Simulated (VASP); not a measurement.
Input of a VASP 6.6.1 run:

File INCAR:

```
SYSTEM = HfSi
PREC = Accurate
ENCUT = 500
EDIFF = 1E-6
ISMEAR = -1
SIGMA = 0.1
LREAL = .False.
LASPH = .True.
NELM = 120
ALGO = Normal
ISIF = 2
LWAVE = .False.
LCHARG = .True.
GGA = PS
LELF = .True.
LVHAR = .True.
NBANDS = 14
GGA_COMPAT = .False.
```

Contents of KPOINTS:

```
Automatic mesh
0
Gamma
  15 15 13
  0 0 0
```

The input POSCAR:

```
HfSi
1.0
    2.4591421481      0.0000000000      0.0000000000
   -1.2295710741      2.1296795718      0.0000000000
    0.0000000000      0.0000000000      3.9099199931
Hf Si
1 1
Direct
    0.0000000000      0.0000000000      0.0000000000
    0.3333333333      0.6666666667      0.5000000000
```

Potentials or basis: VASP PAW PBE potentials, release 64 (Hf_pv, Si).

Command:

```bash
$ cat potpaw_PBE.64/Hf_pv/POTCAR potpaw_PBE.64/Si/POTCAR > POTCAR
$ mpirun -np 1 vasp_std > vasp.out
```

(1) Estimate the band gap on the k mesh.

(2) What does it give for the pressure?

## Answers

(1) zero (band 7 reaches 15.10 eV, above the bottom of band 8 at 10.20 eV).

(2) 190.8 GPa.

Caveat: the PAW data sets were made with another functional, which shifts forces and pressure a little; spin-orbit coupling is left out, which moves the levels of the heavy elements.
